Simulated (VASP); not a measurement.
Set up this calculation in VASP 6.6.1, as the native input.

```yaml
Task: single point
Functional: PBEsol
Potentials_or_basis: VASP PAW PBE potentials, release 64 (Zr_sv, B)
Cutoff: 520 eV
k_mesh: 13 × 13 × 10
Occupations: fermi-dirac, width 0.05 eV
Spin: no spin polarisation
Dipole_correction: no
Further_INCAR_settings: ALGO = Normal; EDIFF = 1e-06; NBANDS = 16
```

The structure of ZrB2 lies in POSCAR:

```
ZrB2
1.0
    3.1545330261      0.0000000000      0.0000000000
   -1.5772665131      2.7319057377      0.0000000000
    0.0000000000      0.0000000000      3.5079105588
Zr B
1 2
Direct
    0.0000000000      0.0000000000      0.0000000000
    0.3333333333      0.6666666667      0.5000000000
    0.6666666667      0.3333333333      0.5000000000
```

These files were run (other wordings do the same):

INCAR

```
ALGO = Normal
EDIFF = 1E-6
ENCUT = 520
GGA = PS
ISIF = 2
ISMEAR = -1
LASPH = T
LCHARG = T
LELF = T
LREAL = F
LVHAR = T
LWAVE = F
NBANDS = 16
NELM = 100
PREC = Accurate
SIGMA = 0.05
```

KPOINTS

```
k-points
0
Gamma
  13 13 10
```

Potentials or basis: VASP PAW PBE potentials, release 64 (Zr_sv, B).

The run is started by

```console
$ cat potpaw_PBE.64/Zr_sv/POTCAR potpaw_PBE.64/B/POTCAR > POTCAR
$ mpirun -np 1 vasp_std > vasp.out
```

It gave:

The pressure is 0.3 GPa and the band gap on the k mesh is zero (bands 9 and 10 overlap by 0.90 eV).

Caveat: the PAW data sets were made with another functional, which shifts forces and pressure a little.

It took 31 s on 1 thread of Intel(R) Xeon(R) Platinum 8488C (Sapphire Rapids), on a shared host, peak memory 0.18 GiB.
